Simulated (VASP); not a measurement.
Runs of VASP 6.6.1 on Mn. The structure is that of space group Im-3m (No. 229), or close to it. The cells are those of the table. 

```csv
level,cell,k mesh,smearing,gap on the mesh (eV),pressure (GPa)
PBE,"a = 2.395 Å, angles 109.5°, 1 atom",28 × 28 × 28,fermi-dirac 0.0612256 eV,none,(b)
r2SCAN,"a = 2.395 Å, angles 109.5°, 1 atom",17 × 17 × 17,fermi-dirac 0.1 eV,none,-1.3
PBE,"a = 2.378 Å, angles 109.5°, 1 atom",28 × 28 × 28,fermi-dirac 0.0612256 eV,none,12.2
r2SCAN,"a = 2.443 Å, angles 109.5°, 1 atom",17 × 17 × 17,fermi-dirac 0.1 eV,none,(c)
r2SCAN,"a = 2.419 Å, angles 109.5°, 1 atom",17 × 17 × 17,fermi-dirac 0.1 eV,none,-9.7
PBE,"a = 2.411 Å, angles 109.5°, 1 atom",19 × 19 × 19,fermi-dirac 0.0612256 eV,none,-0.2
r2SCAN,"a = 2.345 Å, angles 109.5°, 1 atom",17 × 17 × 17,fermi-dirac 0.1 eV,none,(a)
PBE,"a = 2.427 Å, angles 109.5°, 1 atom",19 × 19 × 19,fermi-dirac 0.0612256 eV,none,-5.4
PBE,"a = 2.443 Å, angles 109.5°, 1 atom",19 × 19 × 19,fermi-dirac 0.0612256 eV,none,-10.1
```

Alike in all rows: task single point; potentials or basis VASP PAW PBE potentials, release 64 (Mn_pv); no spin polarisation; cutoff (eV) 520.

Fill in the values left out.

(a) 20.2; (b) 5.6; (c) -16.9.

Caveats: the run has no spin polarisation, though such a crystal can be magnetic; the PAW data sets were made with another functional, which shifts forces and pressure a little (some runs).

A gap of «none» marks levels without a gap at the run's occupations.
